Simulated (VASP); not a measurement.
# NiO (Fm-3m) in VASP: further runs

NiO is run at these levels: LDA+U; tasks: single point.

All numbers are computed with VASP 6.6.1; they aren't measurements. Logs are shortened: lines on timing, memory, paths and dates and some standing lists are left out, and cuts for length are marked.

## Step 1: The cell of the first run

Symmetry: Fm-3m, No. 225, cubic system. The conventional cell has a = 4.201 Å, b = 4.201 Å, c = 4.201 Å, α = 90.00°, β = 90.00°, γ = 90.00°. Within 2.8 Å of Ni (site symmetry m-3m) lie 6 O at 2.10 Å. Within 2.8 Å of O (site symmetry m-3m) lie 6 Ni at 2.10 Å.

## Step 2: Single point, LDA+U, collinear spin, ferromagnetic start

Input file INCAR:

```
SYSTEM = NiO
ALGO     = Normal         ! electronic algorithm
EDIFF    = 1E-6           ! SCF threshold, eV
ENCUT    = 600            ! plane-wave cutoff, eV
GGA      = CA             ! functional
GGA_COMPAT= .False.      
ISIF     = 2              ! what is computed and relaxed
ISMEAR   = -1             ! smearing method
ISPIN    = 2              ! spin polarisation
LASPH    = .True.         ! aspherical terms in the spheres
LCHARG   = .True.         ! write CHGCAR
LDAU     = .True.         ! DFT+U
LDAUJ    = 0 0          
LDAUL    = 2 -1           ! shell
LDAUPRINT= 1            
LDAUTYPE = 2            
LDAUU    = 6.2 0          ! U, eV
LELF     = .True.         ! ELF
LMAXMIX  = 4              ! l up to which the mixer works
LORBIT   = 11             ! projections on sites
LREAL    = .False.        ! projectors in reciprocal space
LVHAR    = .True.       
LWAVE    = .False.        ! write WAVECAR
MAGMOM   = 2 0            ! initial moments
NBANDS   = 19             ! bands
NELM     = 200            ! most SCF steps
PREC     = Accurate       ! precision mode
SIGMA    = 0.1            ! smearing width, eV
```

Input file KPOINTS:

```
k-points
0
Gamma
  8 8 8
  0 0 0
```

Input file POSCAR:

```
NiO
1.0
    0.0000000000      2.1004800000      2.1004800000
    2.1004800000      0.0000000000      2.1004800000
    2.1004800000      2.1004800000      0.0000000000
Ni O
1 1
Direct
    0.0000000000      0.0000000000      0.0000000000
    0.5000000000      0.5000000000      0.5000000000
```

Potentials or basis: VASP PAW LDA potentials, release 64 (Ni, O).

Launch:

```bash
> cat potpaw_LDA.64/Ni/POTCAR potpaw_LDA.64/O/POTCAR > POTCAR
> mpirun -np 1 vasp_std > vasp.out
```

OUTCAR:

```text
SYSTEM = NiO
   EDIFF = 1E-6
   ENCUT = 600
   GGA = CA
   ISIF = 2
   ISMEAR = -1
   ISPIN = 2
   LASPH = .True.
   LORBIT = 11
   LREAL = .False.
   NELM = 200
   PREC = Accurate

 ion  position               nearest neighbor table
   1  0.000  0.000  0.000-   2 2.10   2 2.10   2 2.10   2 2.10   2 2.10   2 2.10
   2  0.500  0.500  0.500-   1 2.10   1 2.10   1 2.10   1 2.10   1 2.10   1 2.10

  LATTYP: Found a face centered cubic cell.
 ALAT       =     4.2009600000

  Lattice vectors:

 A1 = (   0.0000000000,   2.1004800000,   2.1004800000)
 A2 = (   2.1004800000,   0.0000000000,   2.1004800000)
 A3 = (   2.1004800000,   2.1004800000,   0.0000000000)

Analysis of symmetry for initial positions (statically):
=====================================================================
 Subroutine PRICEL returns:
 Original cell was already a primitive cell.

 Routine SETGRP: Setting up the symmetry group for a
 face centered cubic supercell.

 Subroutine GETGRP returns: Found 48 space group operations
 (whereof 48 operations were pure point group operations)
 out of a pool of 48 trial point group operations.

The static configuration has the point symmetry O_h .

Analysis of symmetry for dynamics (positions and initial velocities):
=====================================================================
 Subroutine PRICEL returns:
 Original cell was already a primitive cell.

 Routine SETGRP: Setting up the symmetry group for a
 face centered cubic supercell.

 Subroutine GETGRP returns: Found 48 space group operations
 (whereof 48 operations were pure point group operations)
 out of a pool of 48 trial point group operations.

The dynamic configuration has the point symmetry O_h .

Analysis of structural, dynamic, and magnetic symmetry:
=====================================================================
 Subroutine PRICEL returns:
 Original cell was already a primitive cell.

 Routine SETGRP: Setting up the symmetry group for a
 face centered cubic supercell.

 Subroutine GETGRP returns: Found 48 space group operations
 (whereof 48 operations were pure point group operations)
 out of a pool of 48 trial point group operations.

The overall configuration has the point symmetry O_h .

 Subroutine INISYM returns: Found 48 space group operations
 (whereof 48 operations are pure point group operations),
 and found     1 'primitive' translations

----------------------------------------------------------------------------------------

                                     Primitive cell

  volume of cell :      18.5347

  direct lattice vectors                    reciprocal lattice vectors
     0.000000000  2.100480000  2.100480000    -0.238040829  0.238040829  0.238040829
     2.100480000  0.000000000  2.100480000     0.238040829 -0.238040829  0.238040829
     2.100480000  2.100480000  0.000000000     0.238040829  0.238040829 -0.238040829

  length of vectors
     2.970527303  2.970527303  2.970527303     0.412298810  0.412298810  0.412298810

  position of ions in fractional coordinates (direct lattice)
     0.000000000  0.000000000  0.000000000
     0.500000000  0.500000000  0.500000000

  ion indices of the primitive-cell ions
   primitive index   ion index
                 1           1
                 2           2

----------------------------------------------------------------------------------------

 KPOINTS: k-points

Automatic generation of k-mesh.
 Grid dimensions read from file:
 generate k-points for:    8    8    8

 Generating k-lattice:

  Cartesian coordinates                     Fractional coordinates (reciprocal lattice)
    -0.029755104  0.029755104  0.029755104     0.125000000  0.000000000  0.000000000
     0.029755104 -0.029755104  0.029755104     0.000000000  0.125000000  0.000000000
     0.029755104  0.029755104 -0.029755104     0.000000000  0.000000000  0.125000000

  Length of vectors
     0.051537351  0.051537351  0.051537351

  Shift w.r.t. Gamma in fractional coordinates (k-lattice)
     0.000000000  0.000000000  0.000000000

 Subroutine IBZKPT returns following result:
 ===========================================

 Found     29 irreducible k-points:

 Following reciprocal coordinates:
            Coordinates               Weight
  0.000000  0.000000  0.000000      1.000000
  0.125000  0.000000  0.000000      8.000000
  0.250000  0.000000  0.000000      8.000000
  0.375000  0.000000  0.000000      8.000000
  0.500000  0.000000  0.000000      4.000000
  0.125000  0.125000  0.000000      6.000000
[... 16 lines left out ...]
  0.500000  0.250000  0.125000     48.000000
 -0.375000  0.250000  0.125000     24.000000
 [... further k-points ...]
   k-points           NKPTS =     29   k-points in BZ     NKDIM =     29   number of bands    NBANDS=     19
   number of dos      NEDOS =    301   number of ions     NIONS =      2
   total plane-waves  NPLWV =  13824
   dimension x,y,z NGX =    24 NGY =   24 NGZ =   24
   dimension x,y,z NGXF=    48 NGYF=   48 NGZF=   48
   ions per type =               1   1
   NGX,Y,Z   is equivalent  to a cutoff of  13.43, 13.43, 13.43 a.u.
   NGXF,Y,Z  is equivalent  to a cutoff of  26.86, 26.86, 26.86 a.u.
 SYSTEM =  NiO
   PREC   = accura    normal or accurate (medium, high low for compatibility)
   ISTART =      0    job   : 0-new  1-cont  2-samecut
   ICHARG =      2    charge: 1-file 2-atom 10-const
   ISPIN  =      2    spin polarized calculation?
   LNONCOLLINEAR =      F non collinear calculations
   LSORBIT =      F    spin-orbit coupling
   LASPH  =      T    aspherical Exc in radial PAW
   ENCUT  =  600.0 eV  44.10 Ry    6.64 a.u.   5.93  5.93  5.93*2*pi/ulx,y,z
   NELM   =    200;   NELMIN=  2; NELMDL= -5     # of ELM steps
   EDIFF  = 0.1E-05   stopping-criterion for ELM
   LREAL  =      F    real-space projection
   EDIFFG = 0.1E-04   stopping-criterion for IOM
   NSW    =      0    number of steps for IOM
   IBRION =     -1    ionic relax: 0-MD 1-quasi-New 2-CG
   NFREE  =      0    steps in history (QN), initial steepest desc. (CG)
   ISIF   =      2    stress and relaxation
   ISYM   =      2    0-nonsym 1-usesym 2-fastsym
   POTIM  = 0.5000    time-step for ionic-motion
   TEBEG  =    0.0;   TEEND  =   0.0 temperature during run
   PSTRESS=    0.0 pullay stress
   NELECT =      16.0000    total number of electrons
   NUPDOWN=      -1.0000    fix difference up-down
   EMIN   =  10.00;   EMAX   =-10.00  energy-range for DOS
   EFERMI =   0.00;   METHOD = LEGACY
   ISMEAR =    -1;   SIGMA  =   0.10  broadening in eV -4-tet -1-fermi 0-gaus
   EFERMI_NEDOS =   21; number of points for ismear=-14 and -15
   IALGO  =     38    algorithm
   IMIX   =      4    mixing-type and parameters
     AMIX     =   0.40;   BMIX     =  1.00
     AMIX_MAG =   1.60;   BMIX_MAG =  1.00
  volume/ion in A,a.u.               =       9.27        62.54
  Fermi-wavevector in a.u.,A,eV,Ry     =   1.558785  2.945677 33.059590  2.429811
  Thomas-Fermi vector in A             =   2.662239
   LORBIT       =     11    0 simple, 1 ext, 2 COOP (PROOUT), +10 PAW based schemes
 LDA+U is selected, type is set to LDAUTYPE =  2
   angular momentum for each species LDAUL =     2   -1
   U (eV)           for each species LDAUU =   6.2  0.0
   J (eV)           for each species LDAUJ =   0.0  0.0
   GGA     = CA    functional components
   LHFCALC =     F    Hartree Fock is set to
   AEXX    =    0.0000 exact exchange contribution
   IVDW    =     0    specifies the selected vdW correction
   LEPSILON=     F    determine dielectric tensor
   LRPA    =     F    only Hartree local field effects (RPA)
 spin polarized calculation
  energy-cutoff  :      600.00
  volume of cell :       18.53
 maximum number of plane-waves:       636
   NGX = 11   NGY = 11   NGZ = 11

atom =   1  type =  1  l = 2

 onsite density matrix

spin component  1

  0.9824  0.0000 -0.0000  0.0000 -0.0000
  0.0000  0.9824 -0.0000  0.0000 -0.0000
 -0.0000 -0.0000  1.0354  0.0000 -0.0000
  0.0000  0.0000  0.0000  0.9824  0.0000
 -0.0000 -0.0000 -0.0000  0.0000  1.0354

spin component  2

  0.9807  0.0000  0.0000  0.0000  0.0000
  0.0000  0.9807  0.0000  0.0000 -0.0000
  0.0000  0.0000  0.1579 -0.0000 -0.0000
  0.0000  0.0000 -0.0000  0.9807 -0.0000
  0.0000 -0.0000 -0.0000 -0.0000  0.1579

 occupancies and eigenvectors

  o =  0.1579  v =  0.0000  0.0000  0.0000  0.0000  0.0000  0.0000 -0.0000  0.0280  0.0000  0.9996      0.0000  0.0000  0.0000  0.0000  0.0000  0.0000  0.0000  0.0000  0.0000  0.0000
  o =  0.1579  v =  0.0000  0.0000  0.0000  0.0000  0.0000  0.0000  0.0000 -0.9996  0.0000  0.0280      0.0000  0.0000  0.0000  0.0000  0.0000  0.0000  0.0000  0.0000  0.0000  0.0000
  o =  0.9807  v =  0.0000  0.0000  0.0000  0.0000  0.0000  1.0000  0.0000  0.0000  0.0000  0.0000      0.0000  0.0000  0.0000  0.0000  0.0000  0.0000  0.0000  0.0000  0.0000  0.0000
  o =  0.9807  v =  0.0000  0.0000  0.0000  0.0000  0.0000  0.0000 -0.9970  0.0000  0.0775 -0.0000      0.0000  0.0000  0.0000  0.0000  0.0000  0.0000  0.0000  0.0000  0.0000  0.0000
  o =  0.9807  v =  0.0000  0.0000  0.0000  0.0000  0.0000  0.0000 -0.0775  0.0000 -0.9970  0.0000      0.0000  0.0000  0.0000  0.0000  0.0000  0.0000  0.0000  0.0000  0.0000  0.0000
  o =  0.9824  v =  1.0000  0.0000  0.0000  0.0000  0.0000  0.0000  0.0000  0.0000  0.0000  0.0000      0.0000  0.0000  0.0000  0.0000  0.0000  0.0000  0.0000  0.0000  0.0000  0.0000
  o =  0.9824  v =  0.0000 -0.9604 -0.0000 -0.2786 -0.0000  0.0000  0.0000  0.0000  0.0000  0.0000      0.0000  0.0000  0.0000  0.0000  0.0000  0.0000  0.0000  0.0000  0.0000  0.0000
  o =  0.9824  v =  0.0000  0.2786 -0.0000 -0.9604  0.0000  0.0000  0.0000  0.0000  0.0000  0.0000      0.0000  0.0000  0.0000  0.0000  0.0000  0.0000  0.0000  0.0000  0.0000  0.0000
  o =  1.0354  v =  0.0000  0.0000 -1.0000  0.0000 -0.0100  0.0000  0.0000  0.0000  0.0000  0.0000      0.0000  0.0000  0.0000  0.0000  0.0000  0.0000  0.0000  0.0000  0.0000  0.0000
  o =  1.0354  v =  0.0000 -0.0000 -0.0100  0.0000  1.0000  0.0000  0.0000  0.0000  0.0000  0.0000      0.0000  0.0000  0.0000  0.0000  0.0000  0.0000  0.0000  0.0000  0.0000  0.0000

 number of electron      16.0000011 magnetization       1.9999703

 Free energy of the ion-electron system (eV)
  ---------------------------------------------------
  ext. energy  EPLUGINS =         0.00000000
  ---------------------------------------------------
  free energy    TOTEN  =       -11.57445570 eV

  energy without entropy =      -11.57444860  energy(sigma->0) =      -11.57445215

 E-fermi :   7.2360     XC(G=0): -13.0513

 val. band max:        6.2573109682   @ k =   0.5000   0.0000   0.0000
 cond. band min:       8.0822725493   @ k =   0.0000   0.0000   0.0000
 fundamental gap:      1.8249615811
 Fermi energy:         7.2360080171

 spin component 1

 k-point     1 :       0.0000    0.0000    0.0000
  band No.  band energies     occupation
      1     -12.3038      1.00000
      2       0.4250      1.00000
      3       0.4250      1.00000
      4       1.3143      1.00000
      5       1.3143      1.00000
      6       1.3143      1.00000
[... 1036 lines left out ...]
      5       3.7573      1.00000
      6       4.0666      1.00000
[... 11 lines left out ...]
     18      38.0025      0.00000
     19      39.0594      0.00000

 [... further k-points ...]

------------------------ aborting loop because EDIFF is reached ----------------------------------------

  FORCE on cell =-STRESS in cart. coord.  units (eV):
  Direction    XX          YY          ZZ          XY          YZ          ZX
  --------------------------------------------------------------------------------------
  -------------------------------------------------------------------------------------
  Total       -2.2516551     -2.2516551     -2.2516551     -0.0000000      0.0000000      0.0000000
  in kB     -194.6376270   -194.6376270   -194.6376270     -0.0000000      0.0000000      0.0000000
  external PRESSURE =    -194.6376270 kB  Pullay stress =       0.0000000 kB

 VOLUME and BASIS-vectors are now :
 -----------------------------------------------------------------------------
  energy-cutoff  :      600.00
  volume of cell :       18.53
      direct lattice vectors                 reciprocal lattice vectors
     0.000000000  2.100480000  2.100480000    -0.238040829  0.238040829  0.238040829
     2.100480000  0.000000000  2.100480000     0.238040829 -0.238040829  0.238040829
     2.100480000  2.100480000  0.000000000     0.238040829  0.238040829 -0.238040829

 POSITION                                       TOTAL-FORCE (eV/Angst)
 -----------------------------------------------------------------------------------
      0.00000      0.00000      0.00000         0.000000      0.000000      0.000000
      2.10048      2.10048      2.10048        -0.000000     -0.000000      0.000000
 -----------------------------------------------------------------------------------
    total drift:                                0.000000     -0.000000     -0.000000

  FREE ENERGIE OF THE ION-ELECTRON SYSTEM (eV)
  ---------------------------------------------------
  free  energy   TOTEN  =       -11.5744557038 eV

  energy  without entropy=      -11.5744486027  energy(sigma->0) =      -11.57445215

 total charge

# of ion       s       p       d       tot
------------------------------------------
    1        0.343   0.417   8.248   9.008
    2        1.531   3.441   0.000   4.972
--------------------------------------------------
tot          1.874   3.858   8.248  13.980

 magnetization (x)

# of ion       s       p       d       tot
------------------------------------------
    1        0.010   0.013   1.758   1.781
    2        0.019   0.185   0.000   0.204
--------------------------------------------------
tot          0.029   0.198   1.758   1.985
```

Wall time 8.2 s (1 thread of Intel Xeon 6975P-C (Granite Rapids), shared host); peak memory 0.15 GiB.

Results:

| Quantity | Value |
| --- | --- |
| Free energy | -11.5745 eV |
| Pressure | -19.5 GPa |
| Band gap on the k mesh | 1.82 eV, indirect (least direct gap 2.69 eV) |
| Net moment | 2.00 μB per cell |
| Site moments | Ni +1.78; O +0.20 μB |
| Valence electrons inside the program's atomic spheres | Ni 9.01; O 4.97 |

Eigenvalues of the final occupation matrices:
```csv
site,spin,trace,eigenvalues
site 1 d,1,5.02,0.98 0.98 0.98 1.04 1.04
site 1 d,2,3.26,0.16 0.16 0.98 0.98 0.98
```

Caveat: a cell with one magnetic atom can't hold antiferromagnetic order, which such compounds often take. The state reached can hang on the start; a lower one may exist.

## Step 3: Single point, LDA+U, collinear spin, ferromagnetic start

Input file INCAR:

```
SYSTEM = NiO
PREC     = Accurate       ! precision mode
ENCUT    = 600            ! plane-wave cutoff, eV
EDIFF    = 1E-6           ! SCF threshold, eV
ISMEAR   = -1             ! smearing method
SIGMA    = 0.1            ! smearing width, eV
LREAL    = .FALSE.        ! projectors in reciprocal space
LASPH    = .TRUE.         ! aspherical terms in the spheres
NELM     = 200            ! most SCF steps
ALGO     = Normal         ! electronic algorithm
ISIF     = 2              ! what is computed and relaxed
LWAVE    = .FALSE.        ! write WAVECAR
LCHARG   = .FALSE.        ! write CHGCAR
ISPIN    = 2              ! spin polarisation
MAGMOM   = 2 0            ! initial moments
LORBIT   = 11             ! projections on sites
LMAXMIX  = 4              ! l up to which the mixer works
LDAU     = .TRUE.         ! DFT+U
LDAUTYPE = 2            
LDAUL    = 2 -1           ! shell
LDAUU    = 6.2 0          ! U, eV
LDAUJ    = 0 0          
LDAUPRINT= 1            
NBANDS   = 19             ! bands
GGA_COMPAT= .FALSE.
```

Input file KPOINTS:

```
Automatic mesh
0
G
  8 8 8
  0 0 0
```

POSCAR is that of step 2.

Potentials or basis: VASP PAW LDA potentials, release 64 (Ni, O).

Launch:

```bash
> cat potpaw_LDA.64/Ni/POTCAR potpaw_LDA.64/O/POTCAR > POTCAR
> mpirun -np 1 vasp_std > vasp.out
```

Run time: 7.8 s. Hardware: 1 thread of Intel Xeon 6975P-C (Granite Rapids), shared host; peak memory 0.14 GiB.

Results (log left out):

```yaml
Free_energy: -11.5745 eV
Pressure: -19.5 GPa
Band_gap_on_the_k_mesh: 1.82 eV, indirect (least direct gap 2.69 eV)
Net_moment: 2.00 μB per cell
Site_moments: Ni +1.78; O +0.20 μB
Valence_electrons_inside_the_program's_atomic_spheres: Ni 9.01; O 4.97
```

Levels at points of the mesh, in eV from the valence-band top:
Spin up:
```csv
k point,band 7,band 8,band 9,band 10,band 11,band 12
"(0.00, 0.00, 0.00)",-1.48,-1.48,-1.48,2.59,17.61,17.61
"(0.50, 0.00, 0.00)",-3.09,0.00,0.00,6.55,10.78,14.67
"(0.50, 0.50, 0.00)",-4.11,-2.84,-2.84,6.80,11.31,11.58
```
Spin down:
| k point | band 5 | band 6 | band 7 | band 8 | band 9 | band 10 |
| --- | --- | --- | --- | --- | --- | --- |
| (0.00, 0.00, 0.00) | -1.09 | -1.09 | -1.09 | 1.83 | 1.83 | 2.95 |
| (0.50, 0.00, 0.00) | -2.05 | -2.02 | -2.02 | 4.26 | 4.26 | 6.77 |
| (0.50, 0.50, 0.00) | -2.87 | -2.47 | -2.47 | 2.25 | 2.73 | 7.34 |

Eigenvalues of the final occupation matrices:
```csv
site,spin,trace,eigenvalues
site 1 d,1,5.02,0.98 0.98 0.98 1.04 1.04
site 1 d,2,3.26,0.16 0.16 0.98 0.98 0.98
```

Caveat: a cell with one magnetic atom can't hold antiferromagnetic order, which such compounds often take. The state reached can hang on the start; a lower one may exist.

## Step 4: Single point, LDA+U, collinear spin, ferromagnetic start

Input file INCAR:

```
  ALGO = Normal
  EDIFF = 1E-6
  ENCUT = 600
  GGA_COMPAT = F
  ISIF = 2
  ISMEAR = 0
  ISPIN = 2
  LASPH = T
  LCHARG = F
  LDAU = T
  LDAUJ = 0 0
  LDAUL = 2 -1
  LDAUPRINT = 1
  LDAUTYPE = 2
  LDAUU = 6.2 0
  LMAXMIX = 4
  LORBIT = 11
  LREAL = F
  LWAVE = F
  MAGMOM = 2 0
  NBANDS = 19
  NELM = 200
  PREC = Accurate
  SIGMA = 0.15
```

Input file KPOINTS:

```
k-points
0
Gamma
  8 8 8
```

POSCAR is that of step 3.

Launch:

```bash
> cat potpaw_LDA.64/Ni/POTCAR potpaw_LDA.64/O/POTCAR > POTCAR
> mpirun -np 1 vasp_std > vasp.out
```

Run time: 7.8 s. Hardware: 1 thread of Intel Xeon 6975P-C (Granite Rapids), shared host; peak memory 0.14 GiB.

The run converged. Its results:

- Free energy: -11.5745 eV
- Pressure: -19.4 GPa
- Band gap on the k mesh: 1.82 eV, indirect (least direct gap 2.69 eV)
- Net moment: 2.00 μB per cell
- Site moments: Ni +1.78; O +0.20 μB
- Valence electrons inside the program's atomic spheres: Ni 9.01; O 4.97

Levels at points of the mesh, in eV from the valence-band top:
Spin up:
```csv
k point,band 6,band 7,band 8,band 9,band 10,band 11,band 12,band 13
"(0.00, 0.00, 0.00)",-4.94,-1.48,-1.48,-1.48,2.59,17.61,17.61,17.61
"(0.50, 0.00, 0.00)",-4.41,-3.09,0.00,0.00,6.55,10.78,14.67,14.67
"(0.50, 0.50, 0.00)",-4.11,-4.11,-2.84,-2.84,6.80,11.31,11.58,17.28
```
Spin down:
```
           k point  band 5  band 6  band 7  band 8  band 9  band 10
(0.00, 0.00, 0.00)   -1.09   -1.09   -1.09    1.83    1.83     2.95
(0.50, 0.00, 0.00)   -2.05   -2.02   -2.02    4.26    4.26     6.77
(0.50, 0.50, 0.00)   -2.87   -2.47   -2.47    2.25    2.73     7.34
```

Eigenvalues of the final occupation matrices:
| site | spin | trace | eigenvalues |
| --- | --- | --- | --- |
| site 1 d | 1 | 5.02 | 0.98 0.98 0.98 1.04 1.04 |
| site 1 d | 2 | 3.26 | 0.16 0.16 0.98 0.98 0.98 |

Caveat: a cell with one magnetic atom can't hold antiferromagnetic order, which such compounds often take.

(Continued in part 2 of 2.)
